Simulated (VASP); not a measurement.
# LaS (Fm-3m) in VASP: notebook

Runs on LaS. Level: LDA. Tasks: single point.

Everything below comes from runs of VASP 6.6.1. Logs are shortened: lines on timing, memory, paths and dates and some standing lists are left out, and cuts for length are marked.

## 1. The cell of the first run

It takes space group Fm-3m (No. 225, cubic). Conventional cell: a = 5.912 Å, b = 5.912 Å, c = 5.912 Å, α = 90.00°, β = 90.00°, γ = 90.00°. Within 3.9 Å of La (site symmetry m-3m) lie 6 S at 2.96 Å. S (site symmetry m-3m) has 6 La at 2.96 Å within 3.9 Å.

## 2. Single point, LDA

The input, INCAR:

```
SYSTEM = LaS
PREC = Accurate
ENCUT = 520
EDIFF = 1E-6
ISMEAR = -1
SIGMA = 0.01
LREAL = .FALSE.
LASPH = .TRUE.
NELM = 80
ALGO = Normal
ISIF = 2
LWAVE = .FALSE.
LCHARG = .FALSE.
NBANDS = 16
```

The input, KPOINTS:

```
Automatic mesh
0
G
  9 9 9
  0 0 0
```

The input, POSCAR:

```
LaS
1.0
    0.0000000000      2.9559820829      2.9559820829
    2.9559820829      0.0000000000      2.9559820829
    2.9559820829      2.9559820829      0.0000000000
La S
1 1
Direct
    0.0000000000      0.0000000000      0.0000000000
    0.5000000000      0.5000000000      0.5000000000
```

Potentials or basis: VASP PAW LDA potentials, release 64 (La, S).

The run is started by

```
> cat potpaw_LDA.64/La/POTCAR potpaw_LDA.64/S/POTCAR > POTCAR
> mpirun -np 1 vasp_std > vasp.out
```

OUTCAR:

```text
SYSTEM = LaS
   PREC = Accurate
   ENCUT = 520
   EDIFF = 1E-6
   ISMEAR = -1
   LREAL = .FALSE.
   LASPH = .TRUE.
   NELM = 80
   ISIF = 2

 ion  position               nearest neighbor table
   1  0.000  0.000  0.000-   2 2.96   2 2.96   2 2.96   2 2.96   2 2.96   2 2.96
   2  0.500  0.500  0.500-   1 2.96   1 2.96   1 2.96   1 2.96   1 2.96   1 2.96

  LATTYP: Found a face centered cubic cell.
 ALAT       =     5.9119641658

  Lattice vectors:

 A1 = (   0.0000000000,   2.9559820829,   2.9559820829)
 A2 = (   2.9559820829,   0.0000000000,   2.9559820829)
 A3 = (   2.9559820829,   2.9559820829,   0.0000000000)

Analysis of symmetry for initial positions (statically):
=====================================================================
 Subroutine PRICEL returns:
 Original cell was already a primitive cell.

 Routine SETGRP: Setting up the symmetry group for a
 face centered cubic supercell.

 Subroutine GETGRP returns: Found 48 space group operations
 (whereof 48 operations were pure point group operations)
 out of a pool of 48 trial point group operations.

The static configuration has the point symmetry O_h .

Analysis of symmetry for dynamics (positions and initial velocities):
=====================================================================
 Subroutine PRICEL returns:
 Original cell was already a primitive cell.

 Routine SETGRP: Setting up the symmetry group for a
 face centered cubic supercell.

 Subroutine GETGRP returns: Found 48 space group operations
 (whereof 48 operations were pure point group operations)
 out of a pool of 48 trial point group operations.

The dynamic configuration has the point symmetry O_h .

 Subroutine INISYM returns: Found 48 space group operations
 (whereof 48 operations are pure point group operations),
 and found     1 'primitive' translations

----------------------------------------------------------------------------------------

                                     Primitive cell

  volume of cell :      51.6577

  direct lattice vectors                    reciprocal lattice vectors
     0.000000000  2.955982083  2.955982083    -0.169148522  0.169148522  0.169148522
     2.955982083  0.000000000  2.955982083     0.169148522 -0.169148522  0.169148522
     2.955982083  2.955982083  0.000000000     0.169148522  0.169148522 -0.169148522

  length of vectors
     4.180389952  4.180389952  4.180389952     0.292973834  0.292973834  0.292973834

  position of ions in fractional coordinates (direct lattice)
     0.000000000  0.000000000  0.000000000
     0.500000000  0.500000000  0.500000000

  ion indices of the primitive-cell ions
   primitive index   ion index
                 1           1
                 2           2

----------------------------------------------------------------------------------------

 KPOINTS: Automatic mesh

Automatic generation of k-mesh.
 Grid dimensions read from file:
 generate k-points for:    9    9    9

 Generating k-lattice:

  Cartesian coordinates                     Fractional coordinates (reciprocal lattice)
    -0.018794280  0.018794280  0.018794280     0.111111111  0.000000000  0.000000000
     0.018794280 -0.018794280  0.018794280     0.000000000  0.111111111  0.000000000
     0.018794280  0.018794280 -0.018794280     0.000000000  0.000000000  0.111111111

  Length of vectors
     0.032552648  0.032552648  0.032552648

  Shift w.r.t. Gamma in fractional coordinates (k-lattice)
     0.000000000  0.000000000  0.000000000

 Subroutine IBZKPT returns following result:
 ===========================================

 Found     35 irreducible k-points:

 Following reciprocal coordinates:
            Coordinates               Weight
  0.000000  0.000000  0.000000      1.000000
  0.111111  0.000000  0.000000      8.000000
  0.222222  0.000000  0.000000      8.000000
  0.333333  0.000000  0.000000      8.000000
  0.444444  0.000000  0.000000      8.000000
  0.111111  0.111111  0.000000      6.000000
[... 16 lines left out ...]
 -0.333333  0.333333  0.000000     12.000000
  0.444444  0.444444  0.000000      6.000000
 [... further k-points ...]
   k-points           NKPTS =     35   k-points in BZ     NKDIM =     35   number of bands    NBANDS=     16
   number of dos      NEDOS =    301   number of ions     NIONS =      2
   total plane-waves  NPLWV =  32768
   dimension x,y,z NGX =    32 NGY =   32 NGZ =   32
   dimension x,y,z NGXF=    64 NGYF=   64 NGZF=   64
   ions per type =               1   1
   NGX,Y,Z   is equivalent  to a cutoff of  12.73, 12.73, 12.73 a.u.
   NGXF,Y,Z  is equivalent  to a cutoff of  25.45, 25.45, 25.45 a.u.
 SYSTEM =  LaS
   PREC   = accura    normal or accurate (medium, high low for compatibility)
   ISTART =      0    job   : 0-new  1-cont  2-samecut
   ICHARG =      2    charge: 1-file 2-atom 10-const
   ISPIN  =      1    spin polarized calculation?
   LNONCOLLINEAR =      F non collinear calculations
   LSORBIT =      F    spin-orbit coupling
   LASPH  =      T    aspherical Exc in radial PAW
   ENCUT  =  520.0 eV  38.22 Ry    6.18 a.u.   7.77  7.77  7.77*2*pi/ulx,y,z
   NELM   =     80;   NELMIN=  2; NELMDL= -5     # of ELM steps
   EDIFF  = 0.1E-05   stopping-criterion for ELM
   LREAL  =      F    real-space projection
   EDIFFG = 0.1E-04   stopping-criterion for IOM
   NSW    =      0    number of steps for IOM
   IBRION =     -1    ionic relax: 0-MD 1-quasi-New 2-CG
   NFREE  =      0    steps in history (QN), initial steepest desc. (CG)
   ISIF   =      2    stress and relaxation
   ISYM   =      2    0-nonsym 1-usesym 2-fastsym
   POTIM  = 0.5000    time-step for ionic-motion
   TEBEG  =    0.0;   TEEND  =   0.0 temperature during run
   PSTRESS=    0.0 pullay stress
   NELECT =      17.0000    total number of electrons
   NUPDOWN=      -1.0000    fix difference up-down
   EMIN   =  10.00;   EMAX   =-10.00  energy-range for DOS
   EFERMI =   0.00;   METHOD = LEGACY
   ISMEAR =    -1;   SIGMA  =   0.01  broadening in eV -4-tet -1-fermi 0-gaus
   EFERMI_NEDOS =   21; number of points for ismear=-14 and -15
   IALGO  =     38    algorithm
   IMIX   =      4    mixing-type and parameters
     AMIX     =   0.40;   BMIX     =  1.00
     AMIX_MAG =   1.60;   BMIX_MAG =  1.00
  volume/ion in A,a.u.               =      25.83       174.30
  Fermi-wavevector in a.u.,A,eV,Ry     =   1.130263  2.135887 17.381354  1.277493
  Thomas-Fermi vector in A             =   2.266958
   LORBIT       =      0    0 simple, 1 ext, 2 COOP (PROOUT), +10 PAW based schemes
   GGA     = CA    functional components
   LHFCALC =     F    Hartree Fock is set to
   AEXX    =    0.0000 exact exchange contribution
   IVDW    =     0    specifies the selected vdW correction
   LEPSILON=     F    determine dielectric tensor
   LRPA    =     F    only Hartree local field effects (RPA)
 non-spin polarized calculation
  energy-cutoff  :      520.00
  volume of cell :       51.66
 maximum number of plane-waves:      1411
   NGX = 15   NGY = 15   NGZ = 15

 number of electron      16.9999999 magnetization

 Free energy of the ion-electron system (eV)
  ---------------------------------------------------
  ext. energy  EPLUGINS =         0.00000000
  ---------------------------------------------------
  free energy    TOTEN  =       -14.74625617 eV

  energy without entropy =      -14.74559851  energy(sigma->0) =      -14.74592734

 E-fermi :   8.3405     XC(G=0): -10.2048

 val. band max:        8.3219700088   @ k =   0.3333   0.1111   0.0000
 cond. band min:       8.4123951757   @ k =  -0.1111   0.1111   0.0000
 fundamental gap:      0.0904251669
 Fermi energy:         8.3405071150

 k-point     1 :       0.0000    0.0000    0.0000
  band No.  band energies     occupation
      1     -24.6024      2.00000
      2      -8.1587      2.00000
      3      -8.1587      2.00000
      4      -8.1587      2.00000
      5      -5.3412      2.00000
      6       5.1948      2.00000
[... 8 lines left out ...]
     15       9.6807      0.00000
     16      10.1872      0.00000

 k-point     2 :       0.1111    0.0000    0.0000
  band No.  band energies     occupation
      1     -24.5945      2.00000
      2      -8.3353      2.00000
      3      -8.1652      2.00000
      4      -8.1652      2.00000
      5      -5.1350      2.00000
      6       4.7850      2.00000
[... 8 lines left out ...]
     15      10.1438      0.00000
     16      10.1890      0.00000

 k-point     3 :       0.2222    0.0000    0.0000
  band No.  band energies     occupation
      1     -24.5744      2.00000
      2      -8.7069      2.00000
      3      -8.1816      2.00000
      4      -8.1816      2.00000
      5      -4.6839      2.00000
      6       3.9679      2.00000
[... 8 lines left out ...]
     15      10.1932      0.00000
     16      10.4070      0.00000

 k-point     4 :       0.3333    0.0000    0.0000
  band No.  band energies     occupation
      1     -24.5513      2.00000
      2      -9.0522      2.00000
      3      -8.1999      2.00000
      4      -8.1999      2.00000
      5      -4.2388      2.00000
      6       3.2260      2.00000
[... 8 lines left out ...]
     15      10.1981      0.00000
     16      10.8267      0.00000

 k-point     5 :       0.4444    0.0000    0.0000
  band No.  band energies     occupation
      1     -24.5362      2.00000
      2      -9.2498      2.00000
      3      -8.2118      2.00000
      4      -8.2118      2.00000
      5      -3.9686      2.00000
      6       2.7976      2.00000
[... 8 lines left out ...]
     15      10.2013      0.00000
     16      11.0210      0.00000

 k-point     6 :       0.1111    0.1111    0.0000
  band No.  band energies     occupation
      1     -24.5919      2.00000
      2      -8.3390      2.00000
      3      -8.1890      2.00000
      4      -8.1890      2.00000
      5      -5.0928      2.00000
      6       4.3992      2.00000
[... 8 lines left out ...]
     15      10.2294      0.00000
     16      10.2349      0.00000
[... 267 lines left out ...]
 k-point    21 :       0.4444    0.3333    0.0000
  band No.  band energies     occupation
      1     -24.5233      2.00000
      2      -8.8238      2.00000
      3      -8.4247      2.00000
      4      -8.3697      2.00000
      5      -4.9220      2.00000
      6       4.1757      2.00000
[... 8 lines left out ...]
     15      10.2608      0.00000
     16      10.4191      0.00000

 k-point    22 :      -0.4444    0.3333    0.0000
  band No.  band energies     occupation
      1     -24.5165      2.00000
      2      -8.8214      2.00000
      3      -8.5825      2.00000
      4      -8.3493      2.00000
      5      -4.7756      2.00000
      6       4.1270      2.00000
[... 8 lines left out ...]
     15      10.1741      0.00000
     16      10.4427      0.00000

 k-point    23 :      -0.3333    0.3333    0.0000
  band No.  band energies     occupation
      1     -24.5184      2.00000
      2      -8.8854      2.00000
      3      -8.6205      2.00000
      4      -8.2979      2.00000
      5      -4.5241      2.00000
      6       3.6061      2.00000
[... 8 lines left out ...]
     15      10.1438      0.00000
     16      10.5504      0.00000

 k-point    24 :       0.4444    0.4444    0.0000
  band No.  band energies     occupation
      1     -24.5164      2.00000
      2      -8.8026      2.00000
      3      -8.4052      2.00000
      4      -8.4052      2.00000
      5      -5.1604      2.00000
      6       4.5809      2.00000
[... 8 lines left out ...]
     15      10.4282      0.00000
     16      10.4282      0.00000

 [... further k-points ...]
[... 5 lines left out ...]
  --------------------------------------------------------------------------------------
  -------------------------------------------------------------------------------------
  Total       -1.9450560     -1.9450560     -1.9450560     -0.0000000      0.0000000      0.0000000
  in kB      -60.3263845    -60.3263845    -60.3263845     -0.0000000      0.0000000      0.0000000
  external PRESSURE =     -60.3263845 kB  Pullay stress =       0.0000000 kB

 VOLUME and BASIS-vectors are now :
 -----------------------------------------------------------------------------
  energy-cutoff  :      520.00
  volume of cell :       51.66
      direct lattice vectors                 reciprocal lattice vectors
     0.000000000  2.955982083  2.955982083    -0.169148522  0.169148522  0.169148522
     2.955982083  0.000000000  2.955982083     0.169148522 -0.169148522  0.169148522
     2.955982083  2.955982083  0.000000000     0.169148522  0.169148522 -0.169148522

 POSITION                                       TOTAL-FORCE (eV/Angst)
 -----------------------------------------------------------------------------------
      0.00000      0.00000      0.00000        -0.000000      0.000000      0.000000
      2.95598      2.95598      2.95598         0.000000      0.000000      0.000000
 -----------------------------------------------------------------------------------
    total drift:                                0.000000     -0.000000     -0.000000

  FREE ENERGIE OF THE ION-ELECTRON SYSTEM (eV)
  ---------------------------------------------------
  free  energy   TOTEN  =       -14.7462561713 eV

  energy  without entropy=      -14.7455985147  energy(sigma->0) =      -14.74592734
```

It took 31 s on 1 thread of Intel Xeon Platinum 8259CL at 2.50GHz (Skylake/Cascade Lake), shared host; peak memory 0.17 GiB.

Results:

* Free energy: -14.7463 eV
* Pressure: -6.0 GPa
* Band gap on the k mesh: zero (an odd number of electrons rules out a gap without spin polarisation)

Levels at points of the mesh, in eV from the Fermi level:
| k point | band 4 | band 5 | band 6 | band 7 | band 8 | band 9 | band 10 | band 11 | band 12 | band 13 |
| --- | --- | --- | --- | --- | --- | --- | --- | --- | --- | --- |
| (0.00, 0.00, 0.00) | -16.50 | -13.68 | -3.15 | -3.15 | -3.15 | 0.24 | 0.24 | 0.24 | 1.20 | 1.20 |

Caveat: the cell stands under tension; spin-orbit coupling is left out, which moves the levels of the heavy elements.

(Part 1 of 2 ends here.)
